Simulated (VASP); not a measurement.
Write the native input for VASP 6.6.1 that does the following.

```
Task                   : relaxation of cell and atoms
Functional             : PBE
Dispersion             : D4
Potentials or basis    : VASP PAW PBE potentials, release 64 (Mn_pv, O)
Cutoff                 : 600 eV
k mesh                 : 10 × 10 × 10
Occupations            : fermi-dirac, width 0.05 eV
Spin                   : collinear spin, ferromagnetic start
Starting moments       : [4.0, 0.0] μB
Dipole correction      : no
Further INCAR settings : ALGO = Normal; EDIFF = 1e-06; IBRION = 2; EDIFFG = -0.01; NSW = 60; ISIF = 3
```

The structure of MnO lies in POSCAR:

```
MnO
1.0
    0.0000000000      2.2239077028      2.2239077028
    2.2239077028      0.0000000000      2.2239077028
    2.2239077028      2.2239077028      0.0000000000
Mn O
1 1
Direct
    0.0000000000      0.0000000000      0.0000000000
    0.5000000000      0.5000000000      0.5000000000
```

These files were run (other wordings do the same):

INCAR

```
SYSTEM = MnO
ALGO = Normal ; EDIFF = 1E-6
EDIFFG = -0.01 ; ENCUT = 600
GGA = PE ; IBRION = 2
ISIF = 3 ; ISMEAR = -1
ISPIN = 2 ; IVDW = 13
LASPH = .True. ; LCHARG = .False.
LMAXMIX = 4 ; LORBIT = 11
LREAL = .False. ; LWAVE = .False.
MAGMOM = 4 0 ; NELM = 150
NSW = 60 ; PREC = Accurate
SIGMA = 0.05
```

KPOINTS

```
k-points
0
Gamma
  10 10 10
  0 0 0
```

Potentials or basis: VASP PAW PBE potentials, release 64 (Mn_pv, O).

Run with:

```bash
$ cat potpaw_PBE.64/Mn_pv/POTCAR potpaw_PBE.64/O/POTCAR > POTCAR
$ mpirun -np 1 vasp_std > vasp.out
```

It gave:

The relaxed volume is 10.63 Å³/atom and the relaxed cell is a = 3.110 Å, b = 3.110 Å, c = 3.110 Å, α = 60.00°, β = 60.00°, γ = 60.00°. The space group after relaxing (to 0.1 Å) is Fm-3m (No. 225). The energy gained by relaxing is 3.5 meV/atom, the ionic steps are 2 and the pressure after relaxing is -0.1 GPa. The net moment is 4.68 μB per cell. The site moments are Mn +4.26; O +0.20 μB. The valence electrons inside the program's atomic spheres are Mn 11.39; O 4.99. The dispersion energy per atom is -0.328 eV.

Caveat: a cell with one magnetic atom can't hold antiferromagnetic order, which such compounds often take.

It took 73 s on 1 thread of AMD EPYC 7R13 Processor (Zen 3), on a shared host, peak memory 0.16 GiB.
